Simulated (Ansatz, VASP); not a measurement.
**Two plane-wave programs on C**

```xyz
4
Lattice="1.2328 -2.2622 0.0000 1.2328 2.2622 0.0000 0.0000 0.0000 6.7990" Properties=species:S:1:pos:R:3 pbc="T T T"
C     1.2328    1.8853    5.0992
C     1.2328   -0.3769    1.6997
C     1.2328   -1.8853    1.6997
C     1.2328    0.3769    5.0992
```

Change from the starting cell: strain +0.0600 x Voigt [0, 1, 0, 0, 0, 0], atoms carried along.

Alike in both runs: task single point; functional PBE; dispersion D3(BJ); k mesh 22 × 22 × 8; occupations gaussian, width 0.15 eV; no spin polarisation.

|  | VASP | Ansatz |
| --- | --- | --- |
| version | VASP 6.6.1 | Ansatz 0.2.0 |
| potentials or method | VASP PAW PBE potentials, release 64 (C), cutoff 520 eV | scalar-relativistic, plane waves, PAW |
| valence electrons in the cell | 16 | 16 |

```tsv
	VASP	Ansatz	Ansatz less VASP
gap on the k mesh at the Fermi level (eV)	0.10	0.10	-0.001
least direct gap on the mesh (eV)	0.15	0.15	+0.001
pressure (GPa)	-20.6	-20.9	-0.37
traceless stress, the component that is largest in VASP (GPa)	-33.01	-33.13	-0.124
rms of the force components (eV/Å)	0.101	0.092	-0.0090
```

Atom by atom the forces differ by 0.009 eV/Å (rms over components).
